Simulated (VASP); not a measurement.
# TiSi2 (Fddd) in VASP: notebook

The runs below take TiSi2 through single point, with PBE.

Everything below comes from runs of VASP 6.6.1. Logs are shortened: lines on timing, memory, paths and dates and some standing lists are left out, and cuts for length are marked.

## Step 1: The cell of the first run

It takes space group Fddd (No. 70, orthorhombic). The conventional cell has a = 4.779 Å, b = 8.235 Å, c = 8.526 Å, α = 90.00°, β = 90.00°, γ = 90.00°. Within 3.4 Å of Ti (site symmetry 222) lie 10 Si at 2.55 to 2.78 Å and 4 Ti at 3.20 Å. Within 3.3 Å of Si (site symmetry 2) lie 9 Si at 2.52 to 3.20 Å and 5 Ti at 2.55 to 2.78 Å.

## Step 2: Single point, PBE

INCAR

```
PREC = Accurate
ENCUT = 520
EDIFF = 1E-7
ISMEAR = 0
SIGMA = 0.015
LREAL = F
LASPH = T
NELM = 60
ALGO = Normal
ISIF = 2
LWAVE = F
LCHARG = F
GGA = PE
NBANDS = 29
```

KPOINTS

```
regular mesh
0
Gamma
  7 7 7
```

POSCAR

```
TiSi2
1.0
    0.0000000000      4.1175163063      4.2628978354
    2.3895119538      0.0000000000      4.2628978354
    2.3895119538      4.1175163063      0.0000000000
Ti Si
2 4
Direct
    0.7500000000      0.7500000000      0.7500000000
    0.5000000000      0.5000000000      0.5000000000
    0.4125656100      0.0874343900      0.4125656100
    0.0874343900      0.4125656100      0.0874343900
    0.1625656100      0.8374343900      0.1625656100
    0.8374343900      0.1625656100      0.8374343900
```

Potentials or basis: VASP PAW PBE potentials, release 64 (Ti_sv, Si).

Launch:

```
$ cat potpaw_PBE.64/Ti_sv/POTCAR potpaw_PBE.64/Si/POTCAR > POTCAR
$ mpirun -np 1 vasp_std > vasp.out
```

OUTCAR:

```text
PREC = Accurate
   ENCUT = 520
   EDIFF = 1E-7
   ISMEAR = 0
   LREAL = F
   LASPH = T
   NELM = 60
   ISIF = 2
   GGA = PE

 ion  position               nearest neighbor table
   1  0.750  0.750  0.750-   6 2.55   5 2.55   6 2.55   5 2.55   3 2.74   3 2.74   4 2.74   4 2.74
                             3 2.78   4 2.78
   2  0.500  0.500  0.500-   4 2.55   3 2.55   4 2.55   3 2.55   5 2.74   5 2.74   6 2.74   6 2.74
                             5 2.78   6 2.78
   3  0.413  0.087  0.413-   6 2.52   6 2.52   2 2.55   2 2.55   4 2.68   1 2.74   1 2.74   1 2.78
                             4 2.79   4 2.79
   4  0.087  0.413  0.087-   5 2.52   5 2.52   2 2.55   2 2.55   3 2.68   1 2.74   1 2.74   1 2.78
                             3 2.79   3 2.79
   5  0.163  0.837  0.163-   4 2.52   4 2.52   1 2.55   1 2.55   6 2.68   2 2.74   2 2.74   2 2.78
                             6 2.79   6 2.79
   6  0.837  0.163  0.837-   3 2.52   3 2.52   1 2.55   1 2.55   5 2.68   2 2.74   2 2.74   2 2.78
                             5 2.79   5 2.79

  LATTYP: Found a face centered orthorhombic cell.
 ALAT       =     4.7790239076
 B/A-ratio  =     1.7231620456
 C/A-ratio  =     1.7840035613

  Lattice vectors:

 A1 = (   0.0000000000,   4.1175163063,   4.2628978354)
 A2 = (   2.3895119538,   0.0000000000,   4.2628978354)
 A3 = (   2.3895119538,   4.1175163063,   0.0000000000)

Analysis of symmetry for initial positions (statically):
=====================================================================
 Subroutine PRICEL returns:
 Original cell was already a primitive cell.

 Routine SETGRP: Setting up the symmetry group for a
 face centered orthorhombic supercell.

 Subroutine GETGRP returns: Found  8 space group operations
 (whereof  4 operations were pure point group operations)
 out of a pool of  8 trial point group operations.

The static configuration has the point symmetry D_2 .
 The point group associated with its full space group is D_2h.

Analysis of symmetry for dynamics (positions and initial velocities):
=====================================================================
 Subroutine PRICEL returns:
 Original cell was already a primitive cell.

 Routine SETGRP: Setting up the symmetry group for a
 face centered orthorhombic supercell.

 Subroutine GETGRP returns: Found  8 space group operations
 (whereof  4 operations were pure point group operations)
 out of a pool of  8 trial point group operations.

The dynamic configuration has the point symmetry D_2 .
 The point group associated with its full space group is D_2h.

 Subroutine INISYM returns: Found  8 space group operations
 (whereof  4 operations are pure point group operations),
 and found     1 'primitive' translations

----------------------------------------------------------------------------------------

                                     Primitive cell

  volume of cell :      83.8841

  direct lattice vectors                    reciprocal lattice vectors
     0.000000000  4.117516306  4.262897835    -0.209247750  0.121432427  0.117291106
     2.389511954  0.000000000  4.262897835     0.209247750 -0.121432427  0.117291106
     2.389511954  4.117516306  0.000000000     0.209247750  0.121432427 -0.117291106

  length of vectors
     5.926739280  4.886928006  4.760641544     0.268863643  0.268863643  0.268863643

  position of ions in fractional coordinates (direct lattice)
     0.750000000  0.750000000  0.750000000
     0.500000000  0.500000000  0.500000000
     0.412565610  0.087434390  0.412565610
     0.087434390  0.412565610  0.087434390
     0.162565610  0.837434390  0.162565610
     0.837434390  0.162565610  0.837434390

  ion indices of the primitive-cell ions
   primitive index   ion index
                 1           1
                 2           2
                 3           3
                 4           4
                 5           5
                 6           6

----------------------------------------------------------------------------------------

 KPOINTS: regular mesh

Automatic generation of k-mesh.
 Grid dimensions read from file:
 generate k-points for:    7    7    7

 Generating k-lattice:

  Cartesian coordinates                     Fractional coordinates (reciprocal lattice)
    -0.029892536  0.017347490  0.016755872     0.142857143  0.000000000  0.000000000
     0.029892536 -0.017347490  0.016755872     0.000000000  0.142857143 -0.000000000
     0.029892536  0.017347490 -0.016755872     0.000000000 -0.000000000  0.142857143

  Length of vectors
     0.038409092  0.038409092  0.038409092

  Shift w.r.t. Gamma in fractional coordinates (k-lattice)
     0.000000000  0.000000000  0.000000000

 Subroutine IBZKPT returns following result:
 ===========================================

 Found     64 irreducible k-points:

 Following reciprocal coordinates:
            Coordinates               Weight
  0.000000  0.000000  0.000000      1.000000
  0.142857  0.000000  0.000000      8.000000
  0.285714  0.000000  0.000000      8.000000
  0.428571  0.000000  0.000000      8.000000
  0.142857  0.142857  0.000000      2.000000
  0.285714  0.142857  0.000000      8.000000
[... 16 lines left out ...]
  0.000000  0.142857  0.142857      2.000000
  0.285714  0.142857  0.142857      4.000000
 [... further k-points ...]
   k-points           NKPTS =     64   k-points in BZ     NKDIM =     64   number of bands    NBANDS=     29
   number of dos      NEDOS =    301   number of ions     NIONS =      6
   total plane-waves  NPLWV =  62208
   dimension x,y,z NGX =    48 NGY =   36 NGZ =   36
   dimension x,y,z NGXF=    96 NGYF=   72 NGZF=   72
   ions per type =               2   4
   NGX,Y,Z   is equivalent  to a cutoff of  13.46, 12.25, 12.57 a.u.
   NGXF,Y,Z  is equivalent  to a cutoff of  26.93, 24.49, 25.14 a.u.
 SYSTEM =  unknown system
   PREC   = accura    normal or accurate (medium, high low for compatibility)
   ISTART =      0    job   : 0-new  1-cont  2-samecut
   ICHARG =      2    charge: 1-file 2-atom 10-const
   ISPIN  =      1    spin polarized calculation?
   LNONCOLLINEAR =      F non collinear calculations
   LSORBIT =      F    spin-orbit coupling
   LASPH  =      T    aspherical Exc in radial PAW
   ENCUT  =  520.0 eV  38.22 Ry    6.18 a.u.  11.02  9.09  8.85*2*pi/ulx,y,z
   NELM   =     60;   NELMIN=  2; NELMDL= -5     # of ELM steps
   EDIFF  = 0.1E-06   stopping-criterion for ELM
   LREAL  =      F    real-space projection
   EDIFFG = 0.1E-05   stopping-criterion for IOM
   NSW    =      0    number of steps for IOM
   IBRION =     -1    ionic relax: 0-MD 1-quasi-New 2-CG
   NFREE  =      0    steps in history (QN), initial steepest desc. (CG)
   ISIF   =      2    stress and relaxation
   ISYM   =      2    0-nonsym 1-usesym 2-fastsym
   POTIM  = 0.5000    time-step for ionic-motion
   TEBEG  =    0.0;   TEEND  =   0.0 temperature during run
   PSTRESS=    0.0 pullay stress
   NELECT =      40.0000    total number of electrons
   NUPDOWN=      -1.0000    fix difference up-down
   EMIN   =  10.00;   EMAX   =-10.00  energy-range for DOS
   EFERMI =   0.00;   METHOD = LEGACY
   ISMEAR =     0;   SIGMA  =   0.01  broadening in eV -4-tet -1-fermi 0-gaus
   EFERMI_NEDOS =   21; number of points for ismear=-14 and -15
   IALGO  =     38    algorithm
   IMIX   =      4    mixing-type and parameters
     AMIX     =   0.40;   BMIX     =  1.00
     AMIX_MAG =   1.60;   BMIX_MAG =  1.00
  volume/ion in A,a.u.               =      13.98        94.35
  Fermi-wavevector in a.u.,A,eV,Ry     =   1.278994  2.416947 22.256742  1.635824
  Thomas-Fermi vector in A             =   2.411504
   LORBIT       =      0    0 simple, 1 ext, 2 COOP (PROOUT), +10 PAW based schemes
   GGA     = PE    functional components
   LHFCALC =     F    Hartree Fock is set to
   AEXX    =    0.0000 exact exchange contribution
   IVDW    =     0    specifies the selected vdW correction
   LEPSILON=     F    determine dielectric tensor
   LRPA    =     F    only Hartree local field effects (RPA)
 non-spin polarized calculation
 Gauss-broadening in eV      SIGMA  =   0.01
  energy-cutoff  :      520.00
  volume of cell :       83.88
 maximum number of plane-waves:      2286
 NGX is ok and might be reduce to    48
   NGX = 23   NGY = 19   NGZ = 17

 number of electron      40.0000003 magnetization

 Free energy of the ion-electron system (eV)
  ---------------------------------------------------
  ext. energy  EPLUGINS =         0.00000000
  ---------------------------------------------------
  free energy    TOTEN  =       -40.68193312 eV

  energy without entropy =      -40.68139763  energy(sigma->0) =      -40.68166538

 E-fermi :  10.1858     XC(G=0): -11.7368

 val. band max:       10.1825640435   @ k =  -0.1429   0.1429   0.1429
 cond. band min:      10.1956608558   @ k =  -0.2857   0.1429  -0.0000
 fundamental gap:      0.0130968123
 Fermi energy:        10.1857656945

 k-point     1 :       0.0000    0.0000    0.0000
  band No.  band energies     occupation
      1     -46.0764      2.00000
      2     -46.0479      2.00000
      3     -22.4558      2.00000
      4     -22.4528      2.00000
      5     -22.3623      2.00000
      6     -22.3475      2.00000
[... 21 lines left out ...]
     28      13.9565      0.00000
     29      13.9992      0.00000

 k-point     2 :       0.1429    0.0000    0.0000
  band No.  band energies     occupation
      1     -46.0753      2.00000
      2     -46.0489      2.00000
      3     -22.4568      2.00000
      4     -22.4501      2.00000
      5     -22.3692      2.00000
      6     -22.3477      2.00000
[... 21 lines left out ...]
     28      14.0335      0.00000
     29      14.1546      0.00000

 k-point     3 :       0.2857    0.0000    0.0000
  band No.  band energies     occupation
      1     -46.0725      2.00000
      2     -46.0516      2.00000
      3     -22.4612      2.00000
      4     -22.4407      2.00000
      5     -22.3857      2.00000
      6     -22.3465      2.00000
[... 638 lines left out ...]
      5     -22.3621      2.00000
      6     -22.3526      2.00000
[... 21 lines left out ...]
     28      14.2818      0.00000
     29      14.8335      0.00000

 k-point    24 :       0.2857    0.1429    0.1429
  band No.  band energies     occupation
      1     -46.0737      2.00000
      2     -46.0505      2.00000
      3     -22.4593      2.00000
      4     -22.4352      2.00000
      5     -22.3869      2.00000
      6     -22.3425      2.00000
[... 21 lines left out ...]
     28      14.1946      0.00000
     29      14.3705      0.00000

 [... further k-points ...]
[... 5 lines left out ...]
  --------------------------------------------------------------------------------------
  -------------------------------------------------------------------------------------
  Total        1.2374067      0.3968990      1.5193104      0.0000000      0.0000000      0.0000000
  in kB       23.6343454      7.5807322     29.0186784      0.0000000      0.0000000      0.0000000
  external PRESSURE =      20.0779186 kB  Pullay stress =       0.0000000 kB

 VOLUME and BASIS-vectors are now :
 -----------------------------------------------------------------------------
  energy-cutoff  :      520.00
  volume of cell :       83.88
      direct lattice vectors                 reciprocal lattice vectors
     0.000000000  4.117516306  4.262897835    -0.209247750  0.121432427  0.117291106
     2.389511954  0.000000000  4.262897835     0.209247750 -0.121432427  0.117291106
     2.389511954  4.117516306  0.000000000     0.209247750  0.121432427 -0.117291106

 POSITION                                       TOTAL-FORCE (eV/Angst)
 -----------------------------------------------------------------------------------
      3.58427      6.17627      6.39435         0.000000     -0.000000      0.000000
      2.38951      4.11752      4.26290        -0.000000     -0.000000      0.000000
      1.19476      3.39749      2.13145         0.000000      0.013067     -0.000000
      1.19476      0.72003      2.13145         0.000000     -0.013067     -0.000000
      2.38951      1.33873      4.26290         0.000000      0.013067     -0.000000
      2.38951      6.89630      4.26290         0.000000     -0.013067     -0.000000
 -----------------------------------------------------------------------------------
    total drift:                               -0.000000     -0.000000      0.000000

  FREE ENERGIE OF THE ION-ELECTRON SYSTEM (eV)
  ---------------------------------------------------
  free  energy   TOTEN  =       -40.6819331238 eV

  energy  without entropy=      -40.6813976347  energy(sigma->0) =      -40.68166538
```

Wall time 1.8 min (1 thread of Intel Xeon 6975P-C (Granite Rapids), shared host); peak memory 0.31 GiB.

What came out:

| Quantity | Value |
| --- | --- |
| Free energy | -40.6819 eV |
| Pressure | 2.0 GPa |
| Largest force | 0.013 eV/Å |
| Band gap on the k mesh | zero (band 20 reaches 10.89 eV, above the bottom of band 21 at 9.07 eV) |

Forces in eV/Å, atoms in the order of the input:
```
Ti   0.000  0.000  0.000
Ti   0.000  0.000  0.000
Si   0.000  0.013  0.000
Si   0.000 -0.013  0.000
Si   0.000  0.013  0.000
Si   0.000 -0.013  0.000
```

Levels at points of the mesh, in eV from the Fermi level:
```csv
k point,band 16,band 17,band 18,band 19,band 20,band 21,band 22,band 23,band 24,band 25
"(0.00, 0.00, 0.00)",-2.50,-2.27,-2.07,-1.78,-1.35,-0.93,2.07,3.13,3.35,3.43
```

## Step 3: Single point, PBE

INCAR

```
PREC = Accurate
ENCUT = 520
EDIFF = 1E-6
ISMEAR = 0
SIGMA = 0.012
LREAL = F
LASPH = T
NELM = 100
ALGO = Normal
ISIF = 2
LWAVE = F
LCHARG = T
GGA = PE
LELF = T
LVHAR = T
NBANDS = 29
```

KPOINTS

```
Automatic mesh
0
Gamma
  7 7 7
```

POSCAR is that of step 2.

Potentials or basis: VASP PAW PBE potentials, release 64 (Ti_sv, Si).

Launch:

```
$ cat potpaw_PBE.64/Ti_sv/POTCAR potpaw_PBE.64/Si/POTCAR > POTCAR
$ mpirun -np 1 vasp_std > vasp.out
```

Run time: 95 s. Hardware: 1 thread of Intel Xeon 6975P-C (Granite Rapids), shared host; peak memory 0.31 GiB.

Results (log left out):

- Free energy: -40.6818 eV
- Pressure: 2.0 GPa
- Largest force: 0.012 eV/Å
- Band gap on the k mesh: zero (band 20 reaches 10.89 eV, above the bottom of band 21 at 9.07 eV)

Forces on the atoms (eV/Å):
```
Ti   0.000  0.000  0.000
Ti   0.000  0.000  0.000
Si   0.000  0.012  0.000
Si   0.000 -0.012  0.000
Si   0.000  0.012  0.000
Si   0.000 -0.012  0.000
```

Stress tensor (GPa, compression positive):
```
2.40 0.00 0.00
0.00 0.80 0.00
0.00 0.00 2.95
```

Levels at points of the mesh, in eV from the Fermi level:
```
           k point  band 17  band 18  band 19  band 20  band 21  band 22  band 23  band 24
(0.00, 0.00, 0.00)    -2.27    -2.07    -1.78    -1.35    -0.93     2.07     3.13     3.35
```
